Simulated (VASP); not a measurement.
A run of VASP 6.6.1 is set up as follows.

Contents of INCAR:

```
PREC = Accurate
ENCUT = 520
EDIFF = 1E-6
ISMEAR = -1
SIGMA = 0.05
LREAL = Auto
LASPH = True
NELM = 80
ALGO = Normal
ISIF = 2
LWAVE = False
LCHARG = True
GGA = PE
LELF = True
LVHAR = True
NBANDS = 80
NELECT = 136.0
```

Contents of KPOINTS:

```
Automatic mesh
0
Gamma
  2 2 2
```

Contents of POSCAR:

```
Hf2Tl3Pb2S8
1.0
    7.7347500000     -4.1127500000      0.0000000000
    7.7347500000      4.1127500000      0.0000000000
   -2.2139820000      0.0000000000      6.3345410000
Hf Tl Pb S
2 3 2 8
Direct
    0.8658274829      0.1106879777      0.2388018327
    0.1199831797      0.8631355717      0.7779095597
    0.8537406265      0.6119559325      0.2296298974
    0.1845253601      0.3212465321      0.8193016668
    0.6064050872      0.9280390304      0.7541351457
    0.3719654404      0.6051670695      0.2717166090
    0.6286471685      0.3553993416      0.7100119803
    0.9766892075      0.1913023009     -0.0297101242
    0.7857077599      0.0200400193      0.4995784225
   -0.0386346566      0.8189667050      0.9756508009
    0.1675153988      0.9715516276      0.4911958104
    0.7778627967      0.4446794036      0.4494879740
    0.5240894332      0.2627314610      0.0360720690
    0.1987219532      0.5473451372      0.5495267929
    0.4393370051      0.7453609551      0.9662420687
```

Potentials or basis: VASP PAW PBE potentials, release 64 (Hf_pv, Tl_d, Pb_d, S).

Command:

```sh
$ cat potpaw_PBE.64/Hf_pv/POTCAR potpaw_PBE.64/Tl_d/POTCAR potpaw_PBE.64/Pb_d/POTCAR potpaw_PBE.64/S/POTCAR > POTCAR
$ mpirun -np 1 vasp_std > vasp.out
```

Q: Estimate the largest force.

A: 1.787 eV/Å.

Forces on the atoms (eV/Å):
```
Hf   0.979  0.601  0.322
Hf   0.928 -0.524 -1.434
Tl   0.372 -0.002 -0.197
Tl  -0.555  0.884 -0.680
Tl  -0.765 -0.111 -0.700
Pb   0.588  0.440  0.189
Pb   0.340  1.033  0.721
S   -0.152  0.253  1.079
S   -1.049 -0.662 -0.862
S   -0.973 -0.731  0.844
S    0.754 -0.097  0.222
S   -1.006 -0.005  0.111
S    0.355 -1.439  0.329
S    0.258 -0.120 -0.070
S   -0.072  0.479  0.128
```

Caveat: the k points lie up to 0.50 Å⁻¹ apart; the cell carries a net charge on a neutralising background, which shifts energy and pressure.
